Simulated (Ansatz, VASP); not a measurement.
One calculation of NaH, two programs

```
CELL_PARAMETERS angstrom
0.00000 2.34554 2.34554
2.34554 0.00000 2.34554
2.34554 2.34554 0.00000
ATOMIC_POSITIONS crystal
Na 0.00000 0.00000 0.00000
H 0.50000 0.50000 0.50000
```

Change from the starting cell: unstrained, PAW files.

Alike in both runs: task single point; functional LDA; k mesh 8 × 8 × 8; no spin polarisation.

|  | VASP | Ansatz |
| --- | --- | --- |
| version | VASP 6.6.1 | Ansatz 0.2.0 |
| potentials or method | VASP PAW LDA potentials, release 64 (Na_pv, H) | PAW with Ansatz's default frozen-core files, scalar-relativistic |
| plane-wave cutoff (eV) | 500 | 420 |
| occupations | gaussian, width 0.01 eV | fixed |
| valence electrons in the cell | 8 | 10 |

VASP gave:

- gap on the k mesh at the Fermi level (eV): 3.54
- pressure (GPa): -0.1

Question: Which values does Ansatz return?

Answer: gap on the k mesh at the Fermi level (eV): 3.55; pressure (GPa): 0.0.

LDA's correlation is that of Perdew and Zunger in VASP and of Perdew and Wang (1992) in Ansatz. VASP's potentials hold 8 valence electrons a cell and Ansatz's 10, so a difference there can come from the potentials and not from the codes.
